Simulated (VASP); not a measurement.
# Bi (Pm-3m) in VASP: single point with LDA

Aim: the single point of Bi with LDA.

Program: VASP 6.6.1. These are calculated values, not measurements. Logs are shortened: lines on timing, memory, paths and dates and some standing lists are left out, and cuts for length are marked.

**1. The cell of the first run**

Symmetry: Pm-3m, No. 221, cubic system. The conventional cell has a = 3.992 Å, b = 3.992 Å, c = 3.992 Å, α = 90.00°, β = 90.00°, γ = 90.00°. Within 5.2 Å of Bi (site symmetry m-3m) lie 6 Bi at 3.99 Å.

**2. Single point, LDA**

The input, INCAR:

```
SYSTEM = Bi
  PREC = Accurate
  ENCUT = 500
  EDIFF = 1E-6
  ISMEAR = 0
  SIGMA = 0.15
  LREAL = .FALSE.
  LASPH = .TRUE.
  NELM = 120
  ALGO = Normal
  ISIF = 2
  LWAVE = .FALSE.
  LCHARG = .FALSE.
  GGA = CA
  NBANDS = 14
  GGA_COMPAT = .FALSE.
```

The input, KPOINTS:

```
Automatic mesh
0
G
  6 6 6
  0 0 0
```

The input, POSCAR:

```
Bi
1.0
    3.9917090000      0.0000000000      0.0000000000
    0.0000000000      3.9917090000      0.0000000000
    0.0000000000      0.0000000000      3.9917090000
Bi
1
Direct
    0.5000000000      0.5000000000      0.5000000000
```

Potentials or basis: VASP PAW LDA potentials, release 64 (Bi_d).

Started as:

```sh
cat potpaw_LDA.64/Bi_d/POTCAR > POTCAR
mpirun -np 1 vasp_std > vasp.out
```

OUTCAR:

```text
SYSTEM = Bi
   PREC = Accurate
   ENCUT = 500
   EDIFF = 1E-6
   ISMEAR = 0
   LREAL = .FALSE.
   LASPH = .TRUE.
   NELM = 120
   ISIF = 2
   GGA = CA

 ion  position               nearest neighbor table
   1  0.500  0.500  0.500-

  LATTYP: Found a simple cubic cell.
 ALAT       =     3.9917090000

  Lattice vectors:

 A1 = (   3.9917090000,   0.0000000000,   0.0000000000)
 A2 = (   0.0000000000,   3.9917090000,   0.0000000000)
 A3 = (   0.0000000000,   0.0000000000,   3.9917090000)

Analysis of symmetry for initial positions (statically):
=====================================================================
 Subroutine PRICEL returns:
 Original cell was already a primitive cell.

 Routine SETGRP: Setting up the symmetry group for a
 simple cubic supercell.

 Subroutine GETGRP returns: Found 48 space group operations
 (whereof 48 operations were pure point group operations)
 out of a pool of 48 trial point group operations.

The static configuration has the point symmetry O_h .

Analysis of symmetry for dynamics (positions and initial velocities):
=====================================================================
 Subroutine PRICEL returns:
 Original cell was already a primitive cell.

 Routine SETGRP: Setting up the symmetry group for a
 simple cubic supercell.

 Subroutine GETGRP returns: Found 48 space group operations
 (whereof 48 operations were pure point group operations)
 out of a pool of 48 trial point group operations.

The dynamic configuration has the point symmetry O_h .

 Subroutine INISYM returns: Found 48 space group operations
 (whereof 48 operations are pure point group operations),
 and found     1 'primitive' translations

----------------------------------------------------------------------------------------

                                     Primitive cell

  volume of cell :      63.6029

  direct lattice vectors                    reciprocal lattice vectors
     3.991709000  0.000000000  0.000000000     0.250519264  0.000000000  0.000000000
     0.000000000  3.991709000  0.000000000     0.000000000  0.250519264  0.000000000
     0.000000000  0.000000000  3.991709000     0.000000000  0.000000000  0.250519264

  length of vectors
     3.991709000  3.991709000  3.991709000     0.250519264  0.250519264  0.250519264

  position of ions in fractional coordinates (direct lattice)
     0.500000000  0.500000000  0.500000000

  ion indices of the primitive-cell ions
   primitive index   ion index
                 1           1

----------------------------------------------------------------------------------------
[... 77 lines left out ...]
   NUPDOWN=      -1.0000    fix difference up-down
   EMIN   =  10.00;   EMAX   =-10.00  energy-range for DOS
   EFERMI =   0.00;   METHOD = LEGACY
   ISMEAR =     0;   SIGMA  =   0.15  broadening in eV -4-tet -1-fermi 0-gaus
   EFERMI_NEDOS =   21; number of points for ismear=-14 and -15
   IALGO  =     38    algorithm
   IMIX   =      4    mixing-type and parameters
     AMIX     =   0.40;   BMIX     =  1.00
     AMIX_MAG =   1.60;   BMIX_MAG =  1.00
  volume/ion in A,a.u.               =      63.60       429.21
  Fermi-wavevector in a.u.,A,eV,Ry     =   1.011455  1.911372 13.919309  1.023040
  Thomas-Fermi vector in A             =   2.144505
   LORBIT       =      0    0 simple, 1 ext, 2 COOP (PROOUT), +10 PAW based schemes
   GGA     = CA    functional components
   LHFCALC =     F    Hartree Fock is set to
   AEXX    =    0.0000 exact exchange contribution
   IVDW    =     0    specifies the selected vdW correction
   LEPSILON=     F    determine dielectric tensor
   LRPA    =     F    only Hartree local field effects (RPA)
 non-spin polarized calculation
 Gauss-broadening in eV      SIGMA  =   0.15
  energy-cutoff  :      500.00
  volume of cell :       63.60
 maximum number of plane-waves:      1640
 NGX is ok and might be reduce to    30
   NGX = 15   NGY = 15   NGZ = 15

 number of electron      15.0000014 magnetization

 Free energy of the ion-electron system (eV)
  ---------------------------------------------------
  ext. energy  EPLUGINS =         0.00000000
  ---------------------------------------------------
  free energy    TOTEN  =        -3.15282747 eV

  energy without entropy =       -3.14361406  energy(sigma->0) =       -3.14822076

 E-fermi :   1.0027     XC(G=0):  -7.4068

 val. band max:        0.9793715866   @ k =   0.5000   0.5000   0.3333
 cond. band min:       1.1152162837   @ k =   0.1667   0.1667   0.0000
 fundamental gap:      0.1358446971
 Fermi energy:         1.0026866656

 k-point     1 :       0.0000    0.0000    0.0000
  band No.  band energies     occupation
      1     -21.6251      2.00000
      2     -21.6251      2.00000
      3     -21.5952      2.00000
      4     -21.5952      2.00000
      5     -21.5952      2.00000
      6      -9.6831      2.00000
      7       2.5972      0.00000
      8       2.5972      0.00000
      9       2.5972      0.00000
     10       4.8342      0.00000
     11       7.5760      0.00000
     12       7.5760      0.00000
     13      14.3876      0.00000
     14      14.3876      0.00000
[... 309 lines left out ...]
      1     -21.6124      2.00000
      2     -21.6124      2.00000
      3     -21.6124      2.00000
      4     -21.5725      2.00000
      5     -21.5725      2.00000
      6      -8.2556      2.00000
      7       0.3398      2.00000
      8       0.3398      2.00000
      9       0.3398      2.00000
     10       6.3733      0.00000
     11       6.3733      0.00000
     12       6.3733      0.00000
     13       7.9272      0.00000
     14      17.6140      0.00000

------------------------ aborting loop because EDIFF is reached ----------------------------------------

  FORCE on cell =-STRESS in cart. coord.  units (eV):
  Direction    XX          YY          ZZ          XY          YZ          ZX
  --------------------------------------------------------------------------------------
  -------------------------------------------------------------------------------------
  Total       -3.1382380     -3.1382380     -3.1382380     -0.0000000      0.0000000      0.0000000
  in kB      -79.0532696    -79.0532696    -79.0532696     -0.0000000      0.0000000      0.0000000
  external PRESSURE =     -79.0532696 kB  Pullay stress =       0.0000000 kB

 VOLUME and BASIS-vectors are now :
 -----------------------------------------------------------------------------
  energy-cutoff  :      500.00
  volume of cell :       63.60
      direct lattice vectors                 reciprocal lattice vectors
     3.991709000  0.000000000  0.000000000     0.250519264  0.000000000  0.000000000
     0.000000000  3.991709000  0.000000000     0.000000000  0.250519264  0.000000000
     0.000000000  0.000000000  3.991709000     0.000000000  0.000000000  0.250519264

 POSITION                                       TOTAL-FORCE (eV/Angst)
 -----------------------------------------------------------------------------------
      1.99585      1.99585      1.99585         0.000000      0.000000      0.000000
 -----------------------------------------------------------------------------------
    total drift:                                0.000000      0.000000      0.000000

  FREE ENERGIE OF THE ION-ELECTRON SYSTEM (eV)
  ---------------------------------------------------
  free  energy   TOTEN  =        -3.1528274689 eV

  energy  without entropy=       -3.1436140588  energy(sigma->0) =       -3.14822076
```

OSZICAR:

```text
N       E                     dE             d eps       ncg     rms          rms(c)
DAV:   1     0.115112905779E+03    0.11511E+03   -0.75887E+03   560   0.974E+02
DAV:   2     0.442570671313E+01   -0.11069E+03   -0.10770E+03   584   0.285E+02
DAV:   3    -0.296262040780E+01   -0.73883E+01   -0.73636E+01   728   0.818E+01
DAV:   4    -0.316552341148E+01   -0.20290E+00   -0.20286E+00   772   0.149E+01
DAV:   5    -0.316991612094E+01   -0.43927E-02   -0.43926E-02   756   0.178E+00    0.632E-01
DAV:   6    -0.315647338437E+01    0.13443E-01   -0.16120E-02   712   0.137E+00    0.397E-01
DAV:   7    -0.315288565894E+01    0.35877E-02   -0.12800E-02   662   0.972E-01    0.861E-02
DAV:   8    -0.315281491986E+01    0.70739E-04   -0.81875E-04   776   0.400E-01    0.255E-02
DAV:   9    -0.315282738595E+01   -0.12466E-04   -0.20036E-05   686   0.477E-02    0.766E-03
DAV:  10    -0.315282746886E+01   -0.82901E-07   -0.15810E-06   666   0.114E-02
   1 F= -.31528275E+01 E0= -.31482208E+01  d E =-.921341E-02
```

stdout:

```text
POSCAR found type information on POSCAR Bi
 POSCAR found :  1 types and       1 ions
 scaLAPACK will be used
 LDA part: xc-table for (Slater(with rela. corr.)+CA(PZ))
 , standard interpolation
 POSCAR, INCAR and KPOINTS ok, starting setup
 FFT: planning ... GRIDC
 FFT: planning ... GRID_SOFT
 FFT: planning ... GRID
 WAVECAR not read
 entering main loop
```

Run time: 7.2 s. Hardware: 1 thread of Intel Xeon 6975P-C, shared host; peak memory 0.15 GiB.

Results:

```
Free energy : -3.1528 eV
Pressure    : -7.9 GPa
```

Levels at points of the mesh, in eV from the Fermi level:
| k point | band 5 | band 6 | band 7 | band 8 | band 9 | band 10 |
| --- | --- | --- | --- | --- | --- | --- |
| (0.00, 0.00, 0.00) | -22.60 | -10.69 | 1.59 | 1.59 | 1.59 | 3.83 |
| (0.50, 0.00, 0.00) | -22.59 | -10.18 | -2.22 | 2.21 | 2.21 | 6.17 |
| (0.50, 0.50, 0.00) | -22.58 | -9.71 | -1.40 | -1.40 | 2.77 | 3.80 |
| (0.50, 0.50, 0.50) | -22.58 | -9.26 | -0.66 | -0.66 | -0.66 | 5.37 |

Caveat: spin-orbit coupling is left out, which moves the levels of the heavy elements.
